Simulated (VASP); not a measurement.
# AgW (Fm-3m) in VASP: further runs

Runs on AgW. Level: PBE. Tasks: single point, relaxation of cell and atoms.

Program: VASP 6.6.1. These are calculated values, not measurements. Logs are shortened: lines on timing, memory, paths and dates and some standing lists are left out, and cuts for length are marked.

### 1 The cell of the first run

Symmetry: Fm-3m, No. 225, cubic system. Conventional cell: a = 5.344 Å, b = 5.344 Å, c = 5.344 Å, α = 90.00°, β = 90.00°, γ = 90.00°. Ag (site symmetry m-3m) has 6 W at 2.67 Å within 3.5 Å. W (site symmetry m-3m) has 6 Ag at 2.67 Å within 3.5 Å.

### 2 Single point, PBE

File INCAR:

```
SYSTEM = AgW
ALGO = Fast
EDIFF = 1E-6
ENCUT = 520
GGA = PE
ISIF = 2
ISMEAR = 0
LASPH = .True.
LCHARG = .False.
LREAL = .False.
LWAVE = .False.
NBANDS = 20
NELM = 80
PREC = Accurate
SIGMA = 0.1
```

File KPOINTS:

```
k-points
0
Gamma
  6 6 6
  0 0 0
```

File POSCAR:

```
AgW
1.0
    0.0000000000      2.6719720042      2.6719720042
    2.6719720042      0.0000000000      2.6719720042
    2.6719720042      2.6719720042      0.0000000000
Ag W
1 1
Direct
    0.0000000000      0.0000000000      0.0000000000
    0.5000000000      0.5000000000      0.5000000000
```

Potentials or basis: VASP PAW PBE potentials, release 64 (Ag, W_sv).

Command:

```console
cat potpaw_PBE.64/Ag/POTCAR potpaw_PBE.64/W_sv/POTCAR > POTCAR
mpirun -np 1 vasp_std > vasp.out
```

OUTCAR:

```text
SYSTEM = AgW
   EDIFF = 1E-6
   ENCUT = 520
   GGA = PE
   ISIF = 2
   ISMEAR = 0
   LASPH = .True.
   LREAL = .False.
   NELM = 80
   PREC = Accurate

 ion  position               nearest neighbor table
   1  0.000  0.000  0.000-   2 2.67   2 2.67   2 2.67   2 2.67   2 2.67   2 2.67
   2  0.500  0.500  0.500-   1 2.67   1 2.67   1 2.67   1 2.67   1 2.67   1 2.67

  LATTYP: Found a face centered cubic cell.
 ALAT       =     5.3439440084

  Lattice vectors:

 A1 = (   0.0000000000,   2.6719720042,   2.6719720042)
 A2 = (   2.6719720042,   0.0000000000,   2.6719720042)
 A3 = (   2.6719720042,   2.6719720042,   0.0000000000)

Analysis of symmetry for initial positions (statically):
=====================================================================
 Subroutine PRICEL returns:
 Original cell was already a primitive cell.

 Routine SETGRP: Setting up the symmetry group for a
 face centered cubic supercell.

 Subroutine GETGRP returns: Found 48 space group operations
 (whereof 48 operations were pure point group operations)
 out of a pool of 48 trial point group operations.

The static configuration has the point symmetry O_h .

Analysis of symmetry for dynamics (positions and initial velocities):
=====================================================================
 Subroutine PRICEL returns:
 Original cell was already a primitive cell.

 Routine SETGRP: Setting up the symmetry group for a
 face centered cubic supercell.

 Subroutine GETGRP returns: Found 48 space group operations
 (whereof 48 operations were pure point group operations)
 out of a pool of 48 trial point group operations.

The dynamic configuration has the point symmetry O_h .

 Subroutine INISYM returns: Found 48 space group operations
 (whereof 48 operations are pure point group operations),
 and found     1 'primitive' translations

----------------------------------------------------------------------------------------

                                     Primitive cell

  volume of cell :      38.1527

  direct lattice vectors                    reciprocal lattice vectors
     0.000000000  2.671972004  2.671972004    -0.187127709  0.187127709  0.187127709
     2.671972004  0.000000000  2.671972004     0.187127709 -0.187127709  0.187127709
     2.671972004  2.671972004  0.000000000     0.187127709  0.187127709 -0.187127709

  length of vectors
     3.778739047  3.778739047  3.778739047     0.324114700  0.324114700  0.324114700

[... 69 lines left out ...]
   ENCUT  =  520.0 eV  38.22 Ry    6.18 a.u.   7.03  7.03  7.03*2*pi/ulx,y,z
   NELM   =     80;   NELMIN=  2; NELMDL= -5     # of ELM steps
   EDIFF  = 0.1E-05   stopping-criterion for ELM
   LREAL  =      F    real-space projection
   EDIFFG = 0.1E-04   stopping-criterion for IOM
   NSW    =      0    number of steps for IOM
   IBRION =     -1    ionic relax: 0-MD 1-quasi-New 2-CG
   NFREE  =      0    steps in history (QN), initial steepest desc. (CG)
   ISIF   =      2    stress and relaxation
   ISYM   =      2    0-nonsym 1-usesym 2-fastsym
   POTIM  = 0.5000    time-step for ionic-motion
   TEBEG  =    0.0;   TEEND  =   0.0 temperature during run
   PSTRESS=    0.0 pullay stress
   NELECT =      25.0000    total number of electrons
   NUPDOWN=      -1.0000    fix difference up-down
   EMIN   =  10.00;   EMAX   =-10.00  energy-range for DOS
   EFERMI =   0.00;   METHOD = LEGACY
   ISMEAR =     0;   SIGMA  =   0.10  broadening in eV -4-tet -1-fermi 0-gaus
   EFERMI_NEDOS =   21; number of points for ismear=-14 and -15
   IALGO  =     68    algorithm
   IMIX   =      4    mixing-type and parameters
     AMIX     =   0.40;   BMIX     =  1.00
     AMIX_MAG =   1.60;   BMIX_MAG =  1.00
  volume/ion in A,a.u.               =      19.08       128.73
  Fermi-wavevector in a.u.,A,eV,Ry     =   1.421935  2.687067 27.509589  2.021898
  Thomas-Fermi vector in A             =   2.542692
   LORBIT       =      0    0 simple, 1 ext, 2 COOP (PROOUT), +10 PAW based schemes
   GGA     = PE    functional components
   LHFCALC =     F    Hartree Fock is set to
   AEXX    =    0.0000 exact exchange contribution
   IVDW    =     0    specifies the selected vdW correction
   LEPSILON=     F    determine dielectric tensor
   LRPA    =     F    only Hartree local field effects (RPA)
 non-spin polarized calculation
 RMM-DIIS sequential band-by-band and
 Gauss-broadening in eV      SIGMA  =   0.10
  energy-cutoff  :      520.00
  volume of cell :       38.15
 maximum number of plane-waves:      1034
   NGX = 13   NGY = 13   NGZ = 13

 number of electron      25.0000003 magnetization

 Free energy of the ion-electron system (eV)
  ---------------------------------------------------
  ext. energy  EPLUGINS =         0.00000000
  ---------------------------------------------------
  free energy    TOTEN  =       -11.59237997 eV

  energy without entropy =      -11.57796229  energy(sigma->0) =      -11.58517113

 E-fermi :   7.9827     XC(G=0): -12.0831

 val. band max:        7.9554420234   @ k =  -0.1667   0.1667   0.0000
 cond. band min:       7.9890104403   @ k =   0.3333   0.1667   0.0000
 fundamental gap:      0.0335684169
 Fermi energy:         7.9827465141

 k-point     1 :       0.0000    0.0000    0.0000
  band No.  band energies     occupation
      1     -66.5486      2.00000
      2     -30.6551      2.00000
      3     -30.6551      2.00000
      4     -30.6551      2.00000
      5       0.2020      2.00000
      6       1.7773      2.00000
[... 357 lines left out ...]
     19      20.7696      0.00000
     20      21.5391      0.00000

------------------------ aborting loop because EDIFF is reached ----------------------------------------

  FORCE on cell =-STRESS in cart. coord.  units (eV):
  Direction    XX          YY          ZZ          XY          YZ          ZX
  --------------------------------------------------------------------------------------
  -------------------------------------------------------------------------------------
  Total       -0.0676166     -0.0676166     -0.0676166     -0.0000000     -0.0000000      0.0000000
  in kB       -2.8394740     -2.8394740     -2.8394740     -0.0000000     -0.0000000      0.0000000
  external PRESSURE =      -2.8394740 kB  Pullay stress =       0.0000000 kB

 VOLUME and BASIS-vectors are now :
 -----------------------------------------------------------------------------
  energy-cutoff  :      520.00
  volume of cell :       38.15
      direct lattice vectors                 reciprocal lattice vectors
     0.000000000  2.671972004  2.671972004    -0.187127709  0.187127709  0.187127709
     2.671972004  0.000000000  2.671972004     0.187127709 -0.187127709  0.187127709
     2.671972004  2.671972004  0.000000000     0.187127709  0.187127709 -0.187127709

 POSITION                                       TOTAL-FORCE (eV/Angst)
 -----------------------------------------------------------------------------------
      0.00000      0.00000      0.00000         0.000000      0.000000      0.000000
      2.67197      2.67197      2.67197         0.000000     -0.000000     -0.000000
 -----------------------------------------------------------------------------------
    total drift:                                0.000000      0.000000      0.000000

  FREE ENERGIE OF THE ION-ELECTRON SYSTEM (eV)
  ---------------------------------------------------
  free  energy   TOTEN  =       -11.5923799669 eV

  energy  without entropy=      -11.5779622916  energy(sigma->0) =      -11.58517113
```

stdout:

```text
POSCAR found type information on POSCAR AgW
 POSCAR found :  2 types and       2 ions
 scaLAPACK will be used
 LDA part: xc-table for (Slater+PW92), standard interpolation
 POSCAR, INCAR and KPOINTS ok, starting setup
 FFT: planning ... GRIDC
 FFT: planning ... GRID_SOFT
 FFT: planning ... GRID
 WAVECAR not read
 entering main loop
```

It took 7.3 s on 1 thread of Intel Xeon 6975P-C (Granite Rapids), shared host; peak memory 0.15 GiB.

What came out:

```
Free energy            : -11.5924 eV
Pressure               : -0.3 GPa
Band gap on the k mesh : zero (an odd number of electrons rules out a gap without spin polarisation)
```

Caveat: spin-orbit coupling is left out, which moves the levels of the heavy elements.

### 3 Relaxation of cell and atoms, PBE

This run uses another cell than the first one, of 18.22 Å³/atom.

File INCAR:

```
PREC = Accurate ; ENCUT = 600
EDIFF = 1E-6 ; ISMEAR = 0
SIGMA = 0.1 ; LREAL = False
LASPH = True ; NELM = 80
ALGO = Normal ; ISIF = 3
LWAVE = False ; LCHARG = False
GGA = PE ; IBRION = 2
NSW = 90 ; EDIFFG = -0.04
```

File KPOINTS:

```
Automatic mesh
0
Gamma
  6 6 6
```

File POSCAR:

```
AgW
1.0
    0.0000000000      2.6312996900      2.6312996900
    2.6312996900      0.0000000000      2.6312996900
    2.6312996900      2.6312996900      0.0000000000
Ag W
1 1
Direct
    0.0000000000      0.0000000000      0.0000000000
    0.5000000000      0.5000000000      0.5000000000
```

Potentials or basis: VASP PAW PBE potentials, release 64 (Ag, W_sv).

Command:

```console
cat potpaw_PBE.64/Ag/POTCAR potpaw_PBE.64/W_sv/POTCAR > POTCAR
mpirun -np 1 vasp_std > vasp.out
```

Wall time 16 s (1 thread of Intel Xeon 6975P-C (Granite Rapids), shared host); peak memory 0.18 GiB.

Results (log left out):

```
Free energy                           : -11.5919 eV
Relaxed volume                        : 19.05 Å³/atom
Relaxed cell                          : a = 3.777 Å, b = 3.777 Å, c = 3.777 Å, α = 60.00°, β = 60.00°, γ = 60.00°
Space group after relaxing (to 0.1 Å) : Fm-3m (No. 225)
Energy gained by relaxing             : 18.2 meV/atom
Ionic steps                           : 3
Pressure after relaxing               : -0.1 GPa
Band gap on the k mesh                : zero (an odd number of electrons rules out a gap without spin polarisation)
```

The path:
| step | energy change (eV) | largest force (eV/Å) | pressure (GPa) | volume (Å³) |
| --- | --- | --- | --- | --- |
| 1 | 0.0000 | 0.0000 | 7.48 | 36.44 |
| 2 | 0.0635 | 0.0000 | -9.73 | 41.11 |
| 3 | -0.0365 | 0.0000 | -0.15 | 38.10 |

Final structure:
```yaml
crystal:
  lattice:
    - [0.00000, 2.67083, 2.67083]
    - [2.67083, 0.00000, 2.67083]
    - [2.67083, 2.67083, 0.00000]
  atoms:
    - { symbol: Ag, position: [0.00000, 0.00000, 0.00000] }
    - { symbol: W, position: [0.50000, 0.50000, 0.50000] }
```

Levels at points of the mesh, in eV from the Fermi level:
```tsv
k point	band 10	band 11	band 12	band 13	band 14	band 15	band 16
(0.00, 0.00, 0.00)	-5.68	0.69	0.69	0.69	2.29	2.29	8.73
(0.50, 0.00, 0.00)	-4.20	-1.73	-1.35	-1.35	0.78	0.78	1.63
(0.50, 0.50, 0.00)	-4.02	-0.90	0.18	1.26	1.26	2.54	3.98
```

Caveat: spin-orbit coupling is left out, which moves the levels of the heavy elements.

### 4 Single point, PBE

This run uses another cell than the first one, of 19.02 Å³/atom.

File INCAR:

```
ALGO = Fast
EDIFF = 1E-7
ENCUT = 520
GGA = PE
ISIF = 2
ISMEAR = 0
LASPH = T
LCHARG = F
LREAL = F
LWAVE = F
NBANDS = 20
NELM = 80
PREC = Accurate
SIGMA = 0.1
```

File KPOINTS:

```
k-points
0
Gamma
  18 18 18
```

File POSCAR:

```
AgW
1.0
    0.0000000000      2.6693145267      2.6693145267
    2.6693145267      0.0000000000      2.6693145267
    2.6693145267      2.6693145267      0.0000000000
Ag W
1 1
Direct
    0.0000000000      0.0000000000      0.0000000000
    0.5000000000      0.5000000000      0.5000000000
```

Command:

```console
cat potpaw_PBE.64/Ag/POTCAR potpaw_PBE.64/W_sv/POTCAR > POTCAR
mpirun -np 1 vasp_std > vasp.out
```

It took 71 s on 1 thread of Intel Xeon 6975P-C (Granite Rapids), shared host; peak memory 0.27 GiB.

It converged, with:

```
Free energy            : -11.6032 eV
Pressure               : 0.0 GPa
Band gap on the k mesh : zero (an odd number of electrons rules out a gap without spin polarisation)
```

Levels at points of the mesh, in eV from the Fermi level:
| k point | band 9 | band 10 | band 11 | band 12 | band 13 | band 14 | band 15 | band 16 | band 17 | band 18 |
| --- | --- | --- | --- | --- | --- | --- | --- | --- | --- | --- |
| (0.00, 0.00, 0.00) | -5.77 | -5.77 | 0.62 | 0.62 | 0.62 | 2.23 | 2.23 | 8.65 | 9.10 | 9.10 |
| (0.50, 0.00, 0.00) | -4.80 | -4.28 | -1.82 | -1.43 | -1.43 | 0.71 | 0.71 | 1.57 | 10.20 | 11.14 |
| (0.50, 0.50, 0.00) | -4.62 | -4.10 | -0.99 | 0.11 | 1.19 | 1.19 | 2.47 | 3.91 | 3.91 | 4.36 |

Caveat: spin-orbit coupling is left out, which moves the levels of the heavy elements.

### 5 Relaxation of cell and atoms, PBE

File INCAR:

```
  PREC = Accurate
  ENCUT = 600
  EDIFF = 1E-7
  ISMEAR = 0
  SIGMA = 0.1
  LREAL = F
  LASPH = T
  NELM = 100
  ALGO = Fast
  ISIF = 3
  LWAVE = F
  LCHARG = F
  GGA = PE
  IBRION = 2
  NSW = 100
  EDIFFG = -0.01
```

File KPOINTS:

```
Automatic mesh
0
Gamma
  18 18 18
```

File POSCAR:

```
AgW
1.0
    0.0000000000      2.6719720042      2.6719720042
    2.6719720042      0.0000000000      2.6719720042
    2.6719720042      2.6719720042      0.0000000000
Ag W
1 1
Direct
    0.0000000000      0.0000000000      0.0000000000
    0.5000000000      0.5000000000      0.5000000000
```

Command:

```console
cat potpaw_PBE.64/Ag/POTCAR potpaw_PBE.64/W_sv/POTCAR > POTCAR
mpirun -np 1 vasp_std > vasp.out
```

Run time: 3.1 min. Hardware: 1 thread of Intel Xeon 6975P-C (Granite Rapids), shared host; peak memory 0.31 GiB.

Results (log left out):

```
Free energy                           : -11.6034 eV
Relaxed volume                        : 19.02 Å³/atom
Relaxed cell                          : a = 3.775 Å, b = 3.775 Å, c = 3.775 Å, α = 60.00°, β = 60.00°, γ = 60.00°
Space group after relaxing (to 0.1 Å) : Fm-3m (No. 225)
Energy gained by relaxing             : 0.1 meV/atom
Ionic steps                           : 3
Pressure after relaxing               : 0.0 GPa
Band gap on the k mesh                : zero (an odd number of electrons rules out a gap without spin polarisation)
```

Step by step:
| step | energy change (eV) | largest force (eV/Å) | pressure (GPa) | volume (Å³) |
| --- | --- | --- | --- | --- |
| 1 | 0.0000 | 0.0000 | -0.48 | 38.15 |
| 2 | 0.0003 | 0.0000 | 0.79 | 37.84 |
| 3 | -0.0002 | 0.0000 | 0.00 | 38.03 |

Final structure:
```
CELL_PARAMETERS angstrom
0.00000 2.66913 2.66913
2.66913 0.00000 2.66913
2.66913 2.66913 0.00000
ATOMIC_POSITIONS crystal
Ag 0.00000 0.00000 0.00000
W 0.50000 0.50000 0.50000
```

Levels at points of the mesh, in eV from the Fermi level:
```csv
k point,band 10,band 11,band 12,band 13,band 14,band 15,band 16
"(0.00, 0.00, 0.00)",-5.77,0.62,0.62,0.62,2.23,2.23,8.65
"(0.50, 0.00, 0.00)",-4.29,-1.82,-1.43,-1.43,0.71,0.71,1.57
"(0.50, 0.50, 0.00)",-4.10,-0.99,0.11,1.19,1.19,2.47,3.91
```

Caveat: spin-orbit coupling is left out, which moves the levels of the heavy elements.

### 6 Summary

```csv
task,cell,k mesh,cutoff (eV),gap on the mesh (eV),pressure (GPa),relaxed volume (Å³/atom)
single point,"a = 3.779 Å, angles 60.0°, 2 atoms",6 × 6 × 6,520,none,-0.3,-
relaxation of cell and atoms,"relaxed from a = 3.721 Å, angles 60.0°, 2 atoms",6 × 6 × 6,600,none,-0.1,19.05
single point,"a = 3.775 Å, angles 60.0°, 2 atoms",18 × 18 × 18,520,none,0.0,-
relaxation of cell and atoms,"relaxed from a = 3.779 Å, angles 60.0°, 2 atoms",18 × 18 × 18,600,none,0.0,19.02
```

Alike in all rows: level PBE; potentials or basis VASP PAW PBE potentials, release 64 (Ag, W_sv); no spin polarisation; smearing gaussian 0.1 eV.

Caveats: spin-orbit coupling is left out, which moves the levels of the heavy elements.

Absolute energies hang on the potentials; compare differences alone.

The gap in the log of VASP goes by the Fermi energy; the results here count the filled bands.